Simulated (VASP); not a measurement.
# MgTiF4 (P1) in VASP: single point with LDA

Aim: the single point of MgTiF4 with LDA.

Everything below comes from runs of VASP 6.6.1. Logs are shortened: lines on timing, memory, paths and dates and some standing lists are left out, and cuts for length are marked.

### 1 The cell of the first run

The typed cell holds 6 atoms: a = 3.603 Å, b = 3.603 Å, c = 5.113 Å, α = 90.00°, β = 90.00°, γ = 90.00°.

### 2 Single point, LDA

INCAR reads:

```
SYSTEM = MgTiF4
PREC = Accurate ; ENCUT = 520
EDIFF = 1E-6 ; ISMEAR = 1
SIGMA = 0.1 ; LREAL = .False.
LASPH = .True. ; NELM = 60
ALGO = Normal ; ISIF = 2
LWAVE = .False. ; LCHARG = .True.
LELF = .True. ; LVHAR = .True.
NBANDS = 30
```

KPOINTS reads:

```
regular mesh
0
Gamma
  12 12 9
  0 0 0
```

POSCAR reads:

```
MgTiF4
1.0
    3.6030380000      0.0000000000      0.0000000000
    0.0000000000      3.6030380000      0.0000000000
    0.0000000000      0.0000000000      5.1133740000
Ti Mg F
1 1 4
Direct
    0.4970620000      0.4972050000     -0.0039990000
   -0.0111790000      0.0019740000      0.4973870000
    0.0123330000      0.4962940000      0.2574930000
   -0.0018480000      0.5016820000      0.7475140000
    0.5051940000     -0.0005870000      0.7467130000
    0.4855740000     -0.0006890000      0.2526820000
```

Potentials or basis: VASP PAW LDA potentials, release 64 (Ti_sv, Mg, F).

The run is started by

```console
$ cat potpaw_LDA.64/Ti_sv/POTCAR potpaw_LDA.64/Mg/POTCAR potpaw_LDA.64/F/POTCAR > POTCAR
$ mpirun -np 1 vasp_std > vasp.out
```

OUTCAR:

```text
SYSTEM = MgTiF4
   PREC = Accurate
   ENCUT = 520
   EDIFF = 1E-6
   ISMEAR = 1
   LREAL = .False.
   LASPH = .True.
   NELM = 60
   ISIF = 2

 ion  position               nearest neighbor table
   1  0.497  0.497  0.996-   3 2.20   5 2.20   4 2.20   4 2.21   5 2.21   6 2.22   6 2.24   3 2.29

   2  0.989  0.002  0.497-   5 2.16   3 2.16   6 2.18   3 2.20   6 2.20   4 2.21   4 2.21   5 2.26

   3  0.012  0.496  0.257-   2 2.16   2 2.20   1 2.20   1 2.29
   4  0.998  0.502  0.748-   1 2.20   1 2.21   2 2.21   2 2.21
   5  0.505  0.999  0.747-   2 2.16   1 2.20   1 2.21   2 2.26
   6  0.486  0.999  0.253-   2 2.18   2 2.20   1 2.22   1 2.24

  LATTYP: Found a simple tetragonal cell.
 ALAT       =     3.6030380000
 C/A-ratio  =     1.4191840330

  Lattice vectors:

 A1 = (   3.6030380000,   0.0000000000,   0.0000000000)
 A2 = (   0.0000000000,   3.6030380000,   0.0000000000)
 A3 = (   0.0000000000,   0.0000000000,   5.1133740000)

Analysis of symmetry for initial positions (statically):
=====================================================================
 Subroutine PRICEL returns:
 Original cell was already a primitive cell.

 Routine SETGRP: Setting up the symmetry group for a
 simple tetragonal supercell.

 Subroutine GETGRP returns: Found  1 space group operations
 (whereof  1 operations were pure point group operations)
 out of a pool of 16 trial point group operations.

The static configuration has the point symmetry C_1 .

Analysis of symmetry for dynamics (positions and initial velocities):
=====================================================================
 Subroutine PRICEL returns:
 Original cell was already a primitive cell.

 Routine SETGRP: Setting up the symmetry group for a
 simple tetragonal supercell.

 Subroutine GETGRP returns: Found  1 space group operations
 (whereof  1 operations were pure point group operations)
 out of a pool of 16 trial point group operations.

The dynamic configuration has the point symmetry C_1 .

 Subroutine INISYM returns: Found  1 space group operations
 (whereof  1 operations are pure point group operations),
 and found     1 'primitive' translations

----------------------------------------------------------------------------------------

                                     Primitive cell

  volume of cell :      66.3812

  direct lattice vectors                    reciprocal lattice vectors
     3.603038000  0.000000000  0.000000000     0.277543562  0.000000000  0.000000000
     0.000000000  3.603038000  0.000000000     0.000000000  0.277543562  0.000000000
     0.000000000  0.000000000  5.113374000     0.000000000  0.000000000  0.195565589

  length of vectors
     3.603038000  3.603038000  5.113374000     0.277543562  0.277543562  0.195565589

  position of ions in fractional coordinates (direct lattice)
     0.497062000  0.497205000  0.996001000
     0.988821000  0.001974000  0.497387000
     0.012333000  0.496294000  0.257493000
     0.998152000  0.501682000  0.747514000
     0.505194000  0.999413000  0.746713000
     0.485574000  0.999311000  0.252682000

  ion indices of the primitive-cell ions
   primitive index   ion index
                 1           1
                 2           2
                 3           3
                 4           4
                 5           5
                 6           6

----------------------------------------------------------------------------------------

 KPOINTS: regular mesh

Automatic generation of k-mesh.
 Grid dimensions read from file:
 generate k-points for:   12   12    9

 Generating k-lattice:

  Cartesian coordinates                     Fractional coordinates (reciprocal lattice)
     0.023128630  0.000000000  0.000000000     0.083333333  0.000000000  0.000000000
     0.000000000  0.023128630  0.000000000     0.000000000  0.083333333  0.000000000
     0.000000000  0.000000000  0.021729510     0.000000000  0.000000000  0.111111111

  Length of vectors
     0.023128630  0.023128630  0.021729510

  Shift w.r.t. Gamma in fractional coordinates (k-lattice)
     0.000000000  0.000000000  0.000000000

 Subroutine IBZKPT returns following result:
 ===========================================

 Found    650 irreducible k-points:

 Following reciprocal coordinates:
            Coordinates               Weight
  0.000000  0.000000  0.000000      1.000000
  0.083333  0.000000  0.000000      2.000000
  0.000000  0.083333  0.000000      2.000000
  0.166667  0.000000  0.000000      2.000000
  0.000000  0.166667  0.000000      2.000000
  0.250000  0.000000  0.000000      2.000000
[... 16 lines left out ...]
  0.083333  0.250000  0.000000      2.000000
  0.333333  0.083333  0.000000      2.000000
 [... further k-points ...]
   k-points           NKPTS =    650   k-points in BZ     NKDIM =    650   number of bands    NBANDS=     30
   number of dos      NEDOS =    301   number of ions     NIONS =      6
   total plane-waves  NPLWV =  31360
   dimension x,y,z NGX =    28 NGY =   28 NGZ =   40
   dimension x,y,z NGXF=    56 NGYF=   56 NGZF=   80
   ions per type =               1   1   4
   NGX,Y,Z   is equivalent  to a cutoff of  12.92, 12.92, 13.00 a.u.
   NGXF,Y,Z  is equivalent  to a cutoff of  25.84, 25.84, 26.01 a.u.
 SYSTEM =  MgTiF4
   PREC   = accura    normal or accurate (medium, high low for compatibility)
   ISTART =      0    job   : 0-new  1-cont  2-samecut
   ICHARG =      2    charge: 1-file 2-atom 10-const
   ISPIN  =      1    spin polarized calculation?
   LNONCOLLINEAR =      F non collinear calculations
   LSORBIT =      F    spin-orbit coupling
   LASPH  =      T    aspherical Exc in radial PAW
   ENCUT  =  520.0 eV  38.22 Ry    6.18 a.u.   6.70  6.70  9.51*2*pi/ulx,y,z
   NELM   =     60;   NELMIN=  2; NELMDL= -5     # of ELM steps
   EDIFF  = 0.1E-05   stopping-criterion for ELM
   LREAL  =      F    real-space projection
   EDIFFG = 0.1E-04   stopping-criterion for IOM
   NSW    =      0    number of steps for IOM
   IBRION =     -1    ionic relax: 0-MD 1-quasi-New 2-CG
   NFREE  =      0    steps in history (QN), initial steepest desc. (CG)
   ISIF   =      2    stress and relaxation
   ISYM   =      2    0-nonsym 1-usesym 2-fastsym
   POTIM  = 0.5000    time-step for ionic-motion
   TEBEG  =    0.0;   TEEND  =   0.0 temperature during run
   PSTRESS=    0.0 pullay stress
   NELECT =      42.0000    total number of electrons
   NUPDOWN=      -1.0000    fix difference up-down
   EMIN   =  10.00;   EMAX   =-10.00  energy-range for DOS
   EFERMI =   0.00;   METHOD = LEGACY
   ISMEAR =     1;   SIGMA  =   0.10  broadening in eV -4-tet -1-fermi 0-gaus
   EFERMI_NEDOS =   21; number of points for ismear=-14 and -15
   IALGO  =     38    algorithm
   IMIX   =      4    mixing-type and parameters
     AMIX     =   0.40;   BMIX     =  1.00
     AMIX_MAG =   1.60;   BMIX_MAG =  1.00
  volume/ion in A,a.u.               =      11.06        74.66
  Fermi-wavevector in a.u.,A,eV,Ry     =   1.405431  2.655879 26.874719  1.975236
  Thomas-Fermi vector in A             =   2.527893
   LORBIT       =      0    0 simple, 1 ext, 2 COOP (PROOUT), +10 PAW based schemes
   GGA     = CA    functional components
   LHFCALC =     F    Hartree Fock is set to
   AEXX    =    0.0000 exact exchange contribution
   IVDW    =     0    specifies the selected vdW correction
   LEPSILON=     F    determine dielectric tensor
   LRPA    =     F    only Hartree local field effects (RPA)
 non-spin polarized calculation
 Methfessel and Paxton  Order N= 1 SIGMA  =   0.10
  energy-cutoff  :      520.00
  volume of cell :       66.38
 maximum number of plane-waves:      1812
   NGX = 13   NGY = 13   NGZ = 19

 number of electron      42.0000012 magnetization

 Free energy of the ion-electron system (eV)
  ---------------------------------------------------
  ext. energy  EPLUGINS =         0.00000000
  ---------------------------------------------------
  free energy    TOTEN  =       -37.69020778 eV

  energy without entropy =      -37.68715644  energy(sigma->0) =      -37.68919067

 E-fermi :   6.6603     XC(G=0): -11.0800

 val. band max:        6.6602320454   @ k =  -0.1667   0.3333   0.4444
 cond. band min:       6.6604586034   @ k =  -0.4167   0.0000   0.3333
 fundamental gap:      0.0002265580
 Fermi energy:         6.6603079459

 k-point     1 :       0.0000    0.0000    0.0000
  band No.  band energies     occupation
      1     -50.9989      2.00000
      2     -27.7580      2.00000
      3     -27.6821      2.00000
      4     -27.6746      2.00000
      5     -20.4941      2.00000
      6     -19.7241      2.00000
[... 22 lines left out ...]
     29      13.1477      0.00000
     30      14.9283      0.00000

 k-point     2 :       0.0833    0.0000    0.0000
  band No.  band energies     occupation
      1     -50.9986      2.00000
      2     -27.7565      2.00000
      3     -27.6826      2.00000
      4     -27.6813      2.00000
      5     -20.4698      2.00000
      6     -19.7150      2.00000
[... 22 lines left out ...]
     29      13.1038      0.00000
     30      14.8858      0.00000

 k-point     3 :       0.0000    0.0833    0.0000
  band No.  band energies     occupation
      1     -50.9986      2.00000
      2     -27.7556      2.00000
      3     -27.6907      2.00000
      4     -27.6742      2.00000
      5     -20.4693      2.00000
      6     -19.7146      2.00000
[... 22 lines left out ...]
     29      13.1027      0.00000
     30      14.8702      0.00000

 k-point     4 :       0.1667    0.0000    0.0000
  band No.  band energies     occupation
      1     -50.9978      2.00000
      2     -27.7542      2.00000
      3     -27.7003      2.00000
      4     -27.6810      2.00000
      5     -20.4000      2.00000
      6     -19.6891      2.00000
[... 22 lines left out ...]
     29      12.9635      0.00000
     30      14.7815      0.00000

 k-point     5 :       0.0000    0.1667    0.0000
  band No.  band energies     occupation
      1     -50.9978      2.00000
      2     -27.7492      2.00000
      3     -27.7138      2.00000
      4     -27.6730      2.00000
      5     -20.3982      2.00000
      6     -19.6873      2.00000
[... 22 lines left out ...]
     29      12.9543      0.00000
     30      14.7675      0.00000
[... 526 lines left out ...]
     29      13.2478      0.00000
     30      14.6682      0.00000

 k-point    22 :      -0.2500    0.0833    0.0000
  band No.  band energies     occupation
      1     -50.9965      2.00000
      2     -27.7597      2.00000
      3     -27.7133      2.00000
      4     -27.6883      2.00000
      5     -20.2724      2.00000
      6     -19.6448      2.00000
[... 22 lines left out ...]
     29      13.2784      0.00000
     30      14.6850      0.00000

 k-point    23 :       0.0833    0.2500    0.0000
  band No.  band energies     occupation
      1     -50.9965      2.00000
      2     -27.7467      2.00000
      3     -27.7375      2.00000
      4     -27.6780      2.00000
      5     -20.2692      2.00000
      6     -19.6363      2.00000
[... 22 lines left out ...]
     29      13.2574      0.00000
     30      14.6691      0.00000

 k-point    24 :       0.3333    0.0833    0.0000
  band No.  band energies     occupation
      1     -50.9955      2.00000
      2     -27.7814      2.00000
      3     -27.7125      2.00000
      4     -27.6872      2.00000
      5     -20.1460      2.00000
      6     -19.6338      2.00000
[... 22 lines left out ...]
     29      13.8973      0.00000
     30      14.5436      0.00000

 [... further k-points ...]
[... 5 lines left out ...]
  --------------------------------------------------------------------------------------
  -------------------------------------------------------------------------------------
  Total       -6.1221521     -6.0214282     -3.8452361     -0.0231652      0.0371951      0.0380932
  in kB     -147.7642769   -145.3332059    -92.8086262     -0.5591151      0.8977407      0.9194170
  external PRESSURE =    -128.6353697 kB  Pullay stress =       0.0000000 kB

 VOLUME and BASIS-vectors are now :
 -----------------------------------------------------------------------------
  energy-cutoff  :      520.00
  volume of cell :       66.38
      direct lattice vectors                 reciprocal lattice vectors
     3.603038000  0.000000000  0.000000000     0.277543562  0.000000000  0.000000000
     0.000000000  3.603038000  0.000000000     0.000000000  0.277543562  0.000000000
     0.000000000  0.000000000  5.113374000     0.000000000  0.000000000  0.195565589

 POSITION                                       TOTAL-FORCE (eV/Angst)
 -----------------------------------------------------------------------------------
      1.79093      1.79145      5.09293         0.100825      0.029160      0.283556
      3.56276      0.00711      2.54333         0.086036     -0.024365     -0.046742
      0.04444      1.78817      1.31666        -0.454290      0.054314      0.188226
      3.59638      1.80758      3.82232         0.048418     -0.025311     -0.320517
      1.82023      3.60092      3.81822        -0.118676      0.014729     -0.354878
      1.74954      3.60056      1.29206         0.337688     -0.048527      0.250354
 -----------------------------------------------------------------------------------
    total drift:                                0.000688      0.001029      0.001046

  FREE ENERGIE OF THE ION-ELECTRON SYSTEM (eV)
  ---------------------------------------------------
  free  energy   TOTEN  =       -37.6902077826 eV

  energy  without entropy=      -37.6871564351  energy(sigma->0) =      -37.68919067
```

Wall time 19 min (1 thread of Intel Xeon 6975P-C, shared host); peak memory 1.1 GiB.

Results:

```yaml
Free_energy: -37.6902 eV
Pressure: -12.9 GPa
Largest_force: 0.495 eV/Å
Band_gap_on_the_k_mesh: zero (band 21 reaches 6.73 eV, above the bottom of band 22 at 6.45 eV)
```

Forces on the atoms (eV/Å):
```
Ti   0.101  0.029  0.284
Mg   0.086 -0.024 -0.047
F   -0.454  0.054  0.188
F    0.048 -0.025 -0.321
F   -0.119  0.015 -0.355
F    0.338 -0.049  0.250
```

Caveat: semilocal functionals often make such compounds metallic where correlation or magnetic order opens a gap, which also shifts bond lengths.
